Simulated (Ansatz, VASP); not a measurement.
One calculation of BaTiO3, two programs

The input INCAR:

```
PREC = Accurate ; ENCUT = 520
EDIFF = 1E-7 ; ISMEAR = 0
SIGMA = 0.05 ; LREAL = False
LASPH = True ; NELM = 60
ALGO = Normal ; ISIF = 2
LWAVE = False ; LCHARG = False
GGA = PE ; NBANDS = 28
```

Contents of KPOINTS:

```
Automatic mesh
0
Gamma
  8 8 8
```

File POSCAR:

```
BaTiO3
1.0
    4.0192501416      0.0000000000      0.0000000000
    0.0000000000      4.0192501416      0.0703368775
    0.0000000000      0.0703368775      4.0192501416
Ba Ti O
1 1 3
Direct
    0.5000000000      0.5000000000      0.5000000000
    0.0000000000      0.0000000000      0.0000000000
    0.5000000000      0.0000000000      0.0000000000
    0.0000000000      0.5000000000      0.0000000000
    0.0000000000      0.0000000000      0.5000000000
```

Input for Ansatz:

```yaml
crystal:
  lattice:
    - [4.0192501416, 0.0, 0.0]
    - [0.0, 4.0192501416, 0.0703368775]
    - [0.0, 0.0703368775, 4.0192501416]
  atoms:
    - { symbol: Ba, position: [0.5, 0.5, 0.5] }
    - { symbol: Ti, position: [0.0, 0.0, 0.0] }
    - { symbol: O, position: [0.5, 0.0, 0.0] }
    - { symbol: O, position: [0.0, 0.5, 0.0] }
    - { symbol: O, position: [0.0, 0.0, 0.5] }
basis:
  ecutwfc: 420
kpoints:
  mp_grid: { grid: [8, 8, 8] }
hamiltonian:
  xc: pbe
scf:
  occupations: { method: gaussian, width: 0.05 }
output:
  forces: true
  stress: true
  eigenvalues: true
```

Change from the starting cell: strain +0.0350 x Voigt [0, 0, 0, 1, 0, 0], atoms carried along.

Alike in both runs: task single point; functional PBE; k mesh 8 × 8 × 8; occupations gaussian, width 0.05 eV; no spin polarisation.

|  | VASP | Ansatz |
| --- | --- | --- |
| version | VASP 6.6.1 | Ansatz 0.2.0 |
| potentials or method | VASP PAW PBE potentials, release 64 (Ba_sv, Ti_sv, O), cutoff 520 eV | scalar-relativistic, plane waves, PAW |
| valence electrons in the cell | 40 | 40 |

Ansatz gave:

```
gap on the k mesh at the Fermi level (eV)                     : 1.69
least direct gap on the mesh (eV)                             : 1.73
pressure (GPa)                                                : 0.1
traceless stress, the component that is largest in VASP (GPa) : -4.19
```

Which values does VASP return?

gap on the k mesh at the Fermi level (eV): 1.63; least direct gap on the mesh (eV): 1.71; pressure (GPa): 1.8; traceless stress, the component that is largest in VASP (GPa): -4.31.

The functional is the same, so the differences come from potentials, cutoffs and numerics.

Spin-orbit coupling is off throughout.
